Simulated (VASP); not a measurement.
# Nb (P2_13) in VASP: further runs

The runs below take Nb through single point, relaxation of cell and atoms, with PBE.

Program: VASP 6.6.1. These are calculated values, not measurements. Logs are shortened: lines on timing, memory, paths and dates and some standing lists are left out, and cuts for length are marked.

**1. The cell of the first run**

It takes space group P2_13 (No. 198, cubic). Conventional cell: a = 4.394 Å, b = 4.394 Å, c = 4.394 Å, α = 90.00°, β = 90.00°, γ = 90.00°. Nb (site symmetry 3) has 12 Nb at 2.94 to 3.31 Å within 3.9 Å.

**2. Single point, PBE**

The input, INCAR:

```
SYSTEM = Nb
PREC = Accurate
ENCUT = 520
EDIFF = 1E-7
ISMEAR = 0
SIGMA = 0.1
LREAL = .FALSE.
LASPH = .TRUE.
NELM = 60
ALGO = Normal
ISIF = 2
LWAVE = .FALSE.
LCHARG = .FALSE.
GGA = PE
NBANDS = 34
```

The input, KPOINTS:

```
Automatic mesh
0
G
  4 4 4
  0 0 0
```

The input, POSCAR:

```
Nb
1.0
    4.3943423412      0.0000000000      0.0000000000
    0.0000000000      4.3943423412      0.0000000000
    0.0000000000      0.0000000000      4.3943423412
Nb
4
Direct
    0.0300000000      0.0300000000      0.0300000000
    0.4700000000      0.9700000000      0.5300000000
    0.5300000000      0.4700000000      0.9700000000
    0.9700000000      0.5300000000      0.4700000000
```

Potentials or basis: VASP PAW PBE potentials, release 64 (Nb_sv).

The run is started by

```bash
cat potpaw_PBE.64/Nb_sv/POTCAR > POTCAR
mpirun -np 1 vasp_std > vasp.out
```

OUTCAR:

```text
SYSTEM = Nb
   PREC = Accurate
   ENCUT = 520
   EDIFF = 1E-7
   ISMEAR = 0
   LREAL = .FALSE.
   LASPH = .TRUE.
   NELM = 60
   ISIF = 2
   GGA = PE

 ion  position               nearest neighbor table
   1  0.030  0.030  0.030-   2 2.94   3 2.94   4 2.94   2 2.94   4 2.94   3 2.94
   2  0.470  0.970  0.530-   1 2.94   3 2.94   4 2.94   1 2.94   3 2.94   4 2.94
   3  0.530  0.470  0.970-   1 2.94   2 2.94   4 2.94   4 2.94   2 2.94   1 2.94
   4  0.970  0.530  0.470-   1 2.94   2 2.94   3 2.94   3 2.94   1 2.94   2 2.94

  LATTYP: Found a simple cubic cell.
 ALAT       =     4.3943423412

  Lattice vectors:

 A1 = (   4.3943423412,   0.0000000000,   0.0000000000)
 A2 = (   0.0000000000,   4.3943423412,   0.0000000000)
 A3 = (   0.0000000000,   0.0000000000,   4.3943423412)

Analysis of symmetry for initial positions (statically):
=====================================================================
 Subroutine PRICEL returns:
 Original cell was already a primitive cell.

 Routine SETGRP: Setting up the symmetry group for a
 simple cubic supercell.

 Subroutine GETGRP returns: Found 12 space group operations
 (whereof  3 operations were pure point group operations)
 out of a pool of 48 trial point group operations.

The static configuration has the point symmetry C_3 .
 The point group associated with its full space group is T   .

Analysis of symmetry for dynamics (positions and initial velocities):
=====================================================================
 Subroutine PRICEL returns:
 Original cell was already a primitive cell.

 Routine SETGRP: Setting up the symmetry group for a
 simple cubic supercell.

 Subroutine GETGRP returns: Found 12 space group operations
 (whereof  3 operations were pure point group operations)
 out of a pool of 48 trial point group operations.

The dynamic configuration has the point symmetry C_3 .
 The point group associated with its full space group is T   .

 Subroutine INISYM returns: Found 12 space group operations
 (whereof  3 operations are pure point group operations),
 and found     1 'primitive' translations

----------------------------------------------------------------------------------------

                                     Primitive cell

  volume of cell :      84.8558

  direct lattice vectors                    reciprocal lattice vectors
     4.394342341  0.000000000  0.000000000     0.227565338  0.000000000  0.000000000
     0.000000000  4.394342341  0.000000000     0.000000000  0.227565338  0.000000000
     0.000000000  0.000000000  4.394342341     0.000000000  0.000000000  0.227565338

  length of vectors
     4.394342341  4.394342341  4.394342341     0.227565338  0.227565338  0.227565338

  position of ions in fractional coordinates (direct lattice)
     0.030000000  0.030000000  0.030000000
     0.470000000  0.970000000  0.530000000
     0.530000000  0.470000000  0.970000000
     0.970000000  0.530000000  0.470000000

  ion indices of the primitive-cell ions
   primitive index   ion index
                 1           1
                 2           2
                 3           3
                 4           4

----------------------------------------------------------------------------------------

 KPOINTS: Automatic mesh

Automatic generation of k-mesh.
 Grid dimensions read from file:
 generate k-points for:    4    4    4

 Generating k-lattice:

  Cartesian coordinates                     Fractional coordinates (reciprocal lattice)
     0.056891334  0.000000000  0.000000000     0.250000000  0.000000000  0.000000000
     0.000000000  0.056891334  0.000000000     0.000000000  0.250000000  0.000000000
     0.000000000  0.000000000  0.056891334     0.000000000  0.000000000  0.250000000

  Length of vectors
     0.056891334  0.056891334  0.056891334

  Shift w.r.t. Gamma in fractional coordinates (k-lattice)
     0.000000000  0.000000000  0.000000000

 Subroutine IBZKPT returns following result:
 ===========================================

 Found     11 irreducible k-points:

 Following reciprocal coordinates:
            Coordinates               Weight
  0.000000  0.000000  0.000000      1.000000
  0.250000  0.000000  0.000000      6.000000
  0.500000  0.000000  0.000000      3.000000
  0.250000  0.250000  0.000000     12.000000
  0.500000  0.250000  0.000000      6.000000
 -0.250000  0.500000  0.000000      6.000000
  0.500000  0.500000  0.000000      3.000000
  0.250000  0.250000  0.250000      8.000000
  0.500000  0.250000  0.250000     12.000000
  0.500000  0.500000  0.250000      6.000000
  0.500000  0.500000  0.500000      1.000000
   k-points           NKPTS =     11   k-points in BZ     NKDIM =     11   number of bands    NBANDS=     34
   number of dos      NEDOS =    301   number of ions     NIONS =      4
   total plane-waves  NPLWV =  46656
   dimension x,y,z NGX =    36 NGY =   36 NGZ =   36
   dimension x,y,z NGXF=    72 NGYF=   72 NGZF=   72
   ions per type =               4
   NGX,Y,Z   is equivalent  to a cutoff of  13.62, 13.62, 13.62 a.u.
   NGXF,Y,Z  is equivalent  to a cutoff of  27.24, 27.24, 27.24 a.u.
 SYSTEM =  Nb
   PREC   = accura    normal or accurate (medium, high low for compatibility)
   ISTART =      0    job   : 0-new  1-cont  2-samecut
   ICHARG =      2    charge: 1-file 2-atom 10-const
   ISPIN  =      1    spin polarized calculation?
   LNONCOLLINEAR =      F non collinear calculations
   LSORBIT =      F    spin-orbit coupling
   LASPH  =      T    aspherical Exc in radial PAW
   ENCUT  =  520.0 eV  38.22 Ry    6.18 a.u.   8.17  8.17  8.17*2*pi/ulx,y,z
   NELM   =     60;   NELMIN=  2; NELMDL= -5     # of ELM steps
   EDIFF  = 0.1E-06   stopping-criterion for ELM
   LREAL  =      F    real-space projection
   EDIFFG = 0.1E-05   stopping-criterion for IOM
   NSW    =      0    number of steps for IOM
   IBRION =     -1    ionic relax: 0-MD 1-quasi-New 2-CG
   NFREE  =      0    steps in history (QN), initial steepest desc. (CG)
   ISIF   =      2    stress and relaxation
   ISYM   =      2    0-nonsym 1-usesym 2-fastsym
   POTIM  = 0.5000    time-step for ionic-motion
   TEBEG  =    0.0;   TEEND  =   0.0 temperature during run
   PSTRESS=    0.0 pullay stress
   NELECT =      52.0000    total number of electrons
   NUPDOWN=      -1.0000    fix difference up-down
   EMIN   =  10.00;   EMAX   =-10.00  energy-range for DOS
   EFERMI =   0.00;   METHOD = LEGACY
   ISMEAR =     0;   SIGMA  =   0.10  broadening in eV -4-tet -1-fermi 0-gaus
   EFERMI_NEDOS =   21; number of points for ismear=-14 and -15
   IALGO  =     38    algorithm
   IMIX   =      4    mixing-type and parameters
     AMIX     =   0.40;   BMIX     =  1.00
     AMIX_MAG =   1.60;   BMIX_MAG =  1.00
  volume/ion in A,a.u.               =      21.21       143.16
  Fermi-wavevector in a.u.,A,eV,Ry     =   1.390535  2.627731 26.308072  1.933589
  Thomas-Fermi vector in A             =   2.514461
   LORBIT       =      0    0 simple, 1 ext, 2 COOP (PROOUT), +10 PAW based schemes
   GGA     = PE    functional components
   LHFCALC =     F    Hartree Fock is set to
   AEXX    =    0.0000 exact exchange contribution
   IVDW    =     0    specifies the selected vdW correction
   LEPSILON=     F    determine dielectric tensor
   LRPA    =     F    only Hartree local field effects (RPA)
 non-spin polarized calculation
 Gauss-broadening in eV      SIGMA  =   0.10
  energy-cutoff  :      520.00
  volume of cell :       84.86
 maximum number of plane-waves:      2320
 NGX is ok and might be reduce to    36
   NGX = 17   NGY = 17   NGZ = 17

 number of electron      51.9999999 magnetization

 Free energy of the ion-electron system (eV)
  ---------------------------------------------------
  ext. energy  EPLUGINS =         0.00000000
  ---------------------------------------------------
  free energy    TOTEN  =       -38.56591144 eV

  energy without entropy =      -38.50874587  energy(sigma->0) =      -38.53732865

 E-fermi :   9.3441     XC(G=0): -11.6450

 val. band max:        9.3397085719   @ k =   0.5000   0.5000   0.2500
 cond. band min:       9.4275352096   @ k =   0.5000   0.2500   0.2500
 fundamental gap:      0.0878266378
 Fermi energy:         9.3440793360

 k-point     1 :       0.0000    0.0000    0.0000
  band No.  band energies     occupation
      1     -45.5610      2.00000
      2     -45.3769      2.00000
      3     -45.3769      2.00000
      4     -45.3769      2.00000
      5     -21.9125      2.00000
      6     -21.9125      2.00000
[... 26 lines left out ...]
     33      13.6348      0.00000
     34      13.7371      0.00000

 k-point     2 :       0.2500    0.0000    0.0000
  band No.  band energies     occupation
      1     -45.5368      2.00000
      2     -45.4151      2.00000
      3     -45.3742      2.00000
      4     -45.3658      2.00000
      5     -21.8718      2.00000
      6     -21.8608      2.00000
[... 26 lines left out ...]
     33      12.6071      0.00000
     34      12.6669      0.00000

 k-point     3 :       0.5000    0.0000    0.0000
  band No.  band energies     occupation
      1     -45.4776      2.00000
      2     -45.4776      2.00000
      3     -45.3683      2.00000
      4     -45.3683      2.00000
      5     -21.7628      2.00000
      6     -21.7628      2.00000
[... 26 lines left out ...]
     33      11.5766      0.00000
     34      11.5766      0.00000
[... 223 lines left out ...]
 k-point    10 :       0.5000    0.5000    0.2500
  band No.  band energies     occupation
      1     -45.4430      2.00000
      2     -45.4430      2.00000
      3     -45.4023      2.00000
      4     -45.4023      2.00000
      5     -21.9160      2.00000
      6     -21.9160      2.00000
[... 26 lines left out ...]
     33      12.3683      0.00000
     34      12.6254      0.00000

 k-point    11 :       0.5000    0.5000    0.5000
  band No.  band energies     occupation
      1     -45.4225      2.00000
      2     -45.4225      2.00000
      3     -45.4225      2.00000
      4     -45.4225      2.00000
      5     -21.9677      2.00000
      6     -21.9677      2.00000
[... 26 lines left out ...]
     33      13.1476      0.00000
     34      13.1668      0.00000

------------------------ aborting loop because EDIFF is reached ----------------------------------------

  FORCE on cell =-STRESS in cart. coord.  units (eV):
  Direction    XX          YY          ZZ          XY          YZ          ZX
  --------------------------------------------------------------------------------------
  -------------------------------------------------------------------------------------
  Total       -7.0831211     -7.0831211     -7.0831211      0.0000000      0.0000000     -0.0000000
  in kB     -133.7376180   -133.7376180   -133.7376180      0.0000000      0.0000000     -0.0000000
  external PRESSURE =    -133.7376180 kB  Pullay stress =       0.0000000 kB

 VOLUME and BASIS-vectors are now :
 -----------------------------------------------------------------------------
  energy-cutoff  :      520.00
  volume of cell :       84.86
      direct lattice vectors                 reciprocal lattice vectors
     4.394342341  0.000000000  0.000000000     0.227565338  0.000000000  0.000000000
     0.000000000  4.394342341  0.000000000     0.000000000  0.227565338  0.000000000
     0.000000000  0.000000000  4.394342341     0.000000000  0.000000000  0.227565338

 POSITION                                       TOTAL-FORCE (eV/Angst)
 -----------------------------------------------------------------------------------
      0.13183      0.13183      0.13183        -0.431147     -0.431147     -0.431147
      2.06534      4.26251      2.32900         0.431147      0.431147     -0.431147
      2.32900      2.06534      4.26251        -0.431147      0.431147      0.431147
      4.26251      2.32900      2.06534         0.431147     -0.431147      0.431147
 -----------------------------------------------------------------------------------
    total drift:                                0.000000      0.000000      0.000000

  FREE ENERGIE OF THE ION-ELECTRON SYSTEM (eV)
  ---------------------------------------------------
  free  energy   TOTEN  =       -38.5659114373 eV

  energy  without entropy=      -38.5087458667  energy(sigma->0) =      -38.53732865
```

It took 20 s on 1 thread of Intel Xeon 6975P-C (Granite Rapids), shared host; peak memory 0.19 GiB.

Results:

| Item | Value |
| --- | --- |
| Free energy | -38.5659 eV |
| Pressure | -13.4 GPa |
| Largest force | 0.747 eV/Å |
| Band gap on the k mesh | zero (band 26 reaches 9.85 eV, above the bottom of band 27 at 9.02 eV) |

Forces in eV/Å, atoms in the order of the input:
```
Nb  -0.431 -0.431 -0.431
Nb   0.431  0.431 -0.431
Nb  -0.431  0.431  0.431
Nb   0.431 -0.431  0.431
```

**3. Relaxation of cell and atoms, PBE**

The input, INCAR:

```
SYSTEM = Nb
ALGO = Fast
EDIFF = 1E-6
EDIFFG = -0.04
ENCUT = 600
GGA = PE
IBRION = 2
ISIF = 3
ISMEAR = 0
LASPH = .TRUE.
LCHARG = .FALSE.
LREAL = .FALSE.
LWAVE = .FALSE.
NELM = 100
NSW = 90
PREC = Accurate
SIGMA = 0.1
```

The input, KPOINTS:

```
k-points
0
G
  4 4 4
  0 0 0
```

POSCAR is that of step 2.

Potentials or basis: VASP PAW PBE potentials, release 64 (Nb_sv).

The run is started by

```bash
cat potpaw_PBE.64/Nb_sv/POTCAR > POTCAR
mpirun -np 1 vasp_std > vasp.out
```

It took 8.2 min on 1 thread of Intel Xeon 6975P-C (Granite Rapids), shared host; peak memory 0.22 GiB.

Results (log left out):

* Free energy: -39.4998 eV
* Relaxed volume: 18.53 Å³/atom
* Relaxed cell: a = 4.201 Å, b = 4.201 Å, c = 4.201 Å, α = 90.00°, β = 90.00°, γ = 90.00°
* Space group after relaxing (to 0.05 Å): Fm-3m (No. 225)
* Energy gained by relaxing: 233.7 meV/atom
* Ionic steps: 8
* Pressure after relaxing: 0.0 GPa
* Largest force after relaxing: 0.031 eV/Å
* Band gap on the k mesh: zero (band 26 reaches 11.73 eV, above the bottom of band 27 at 10.15 eV)

Forces on the atoms (eV/Å):
```
Nb   0.018  0.018  0.018
Nb  -0.018 -0.018  0.018
Nb   0.018 -0.018 -0.018
Nb  -0.018  0.018 -0.018
```

The path:
```tsv
step	energy change (eV)	largest force (eV/Å)	pressure (GPa)	volume (Å³)
1	0.0000	0.7463	-13.34	84.86
2	0.3739	1.5130	30.40	64.95
3	-0.4571	1.1041	0.43	75.74
4	-0.4583	1.1199	1.23	75.34
5	-0.6549	0.8401	1.30	74.59
6	-0.9149	0.0152	3.94	72.45
7	-0.7897	0.1335	-8.83	78.86
8	-0.9346	0.0307	0.00	74.12
```

Final structure:
```
CELL_PARAMETERS angstrom
4.20056 0.00000 0.00000
0.00000 4.20056 0.00000
0.00000 0.00000 4.20056
ATOMIC_POSITIONS crystal
Nb 0.99931 0.99931 0.99931
Nb 0.50069 0.00069 0.49931
Nb 0.49931 0.50069 0.00069
Nb 0.00069 0.49931 0.50069
```

Levels at points of the mesh, in eV from the Fermi level:
| k point | band 25 | band 26 | band 27 | band 28 | band 29 | band 30 |
| --- | --- | --- | --- | --- | --- | --- |
| (0.00, 0.00, 0.00) | 0.11 | 0.11 | 2.76 | 2.76 | 3.66 | 3.66 |
| (0.50, 0.00, 0.00) | -1.12 | -1.12 | 0.67 | 0.67 | 1.93 | 1.93 |
| (0.50, 0.50, 0.00) | -1.02 | -1.02 | -1.00 | -1.00 | 1.33 | 1.34 |
| (0.50, 0.50, 0.50) | -0.08 | -0.08 | -0.08 | -0.08 | 1.42 | 1.42 |
